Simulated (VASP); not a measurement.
Set up this calculation in VASP 6.6.1, as the native input.

```yaml
Task: single point
Functional: PBE
Potentials_or_basis: VASP PAW PBE potentials, release 64 (Al, Co)
Cutoff: 400 eV
k_mesh: 1 × 1 × 1, shifted
Occupations: fermi-dirac, width 0.1586 eV
Spin: no spin polarisation
Dipole_correction: no
Mended: yes
Further_INCAR_settings: LREAL = Auto; ALGO = Normal; EDIFF = 1e-06; NBANDS = 70; ISYM = -1
```

The structure of Al3Co2 lies in POSCAR:

```
Al3Co2
1.0
    6.8856700000      0.2998370000     -0.1355360000
    0.2998370000      6.3232090000      0.0556060000
   -0.1355360000      0.0556060000      6.4305730000
Al Co
12 8
Direct
    0.5327870705      0.3496981805      0.9513369200
    0.9222476858      0.6816066406      0.0427791339
    0.4883757104      0.3801198139      0.5391479963
    0.6982964102      0.7906874863      0.4141040517
    0.4901905638      0.9943144161      0.6800681091
    0.0509644497      0.4728863515      0.3877951777
    0.9275520916      0.9648665984      0.7537209092
    0.4510798364      0.7570444936      1.0897388678
    0.1668584891      1.0224826357      0.4609079413
    0.0166242937      0.2394309277      0.0680974144
    0.8852096337      0.3266593640      0.7079446190
    0.2230833472      0.6436676393      0.7695275432
    0.7263007601      0.9864631047      0.0765884521
    0.6790043197      0.6961075117      0.8184206563
    0.8424932330      0.1455427173      0.4068326593
    0.2874335782      0.4676966233      0.1315555953
    0.4239575576      0.1095871669      0.2736625193
    0.3684512469      0.6797186089      0.4260306158
    0.7034443434      0.4596563809      0.2609609408
    0.2024453170      0.2202965602      0.7751719509
```

One way to write it, as run:

INCAR

```
PREC     = Accurate       # precision mode
ENCUT    = 400            # plane-wave cutoff, eV
EDIFF    = 1E-6           # SCF threshold, eV
ISMEAR   = -1             # smearing method
SIGMA    = 0.1586         # smearing width, eV
LREAL    = Auto         
LASPH    = T              # aspherical terms in the spheres
NELM     = 120            # most SCF steps
ALGO     = Normal         # electronic algorithm
ISIF     = 2              # what is computed and relaxed
LWAVE    = F              # write WAVECAR
LCHARG   = T              # write CHGCAR
GGA      = PE             # functional
LELF     = T              # ELF
LVHAR    = T            
ISYM     = -1           
NBANDS   = 70             # bands
GGA_COMPAT= F
```

KPOINTS

```
explicit points
1
Reciprocal
  0.25000000   0.25000000   0.25000000 1
```

Potentials or basis: VASP PAW PBE potentials, release 64 (Al, Co).

Command:

```console
$ cat potpaw_PBE.64/Al/POTCAR potpaw_PBE.64/Co/POTCAR > POTCAR
$ mpirun -np 1 vasp_std > vasp.out
```

It gave:

* Pressure: 2.2 GPa
* Largest force: 4.410 eV/Å

Caveat: the atoms stand as in a frame of molecular dynamics; the run has no spin polarisation, though such a crystal can be magnetic.

Run time: 35 s on 1 thread of Intel(R) Xeon(R) 6975P-C (Granite Rapids), with other jobs on the host, peak memory 0.26 GiB.
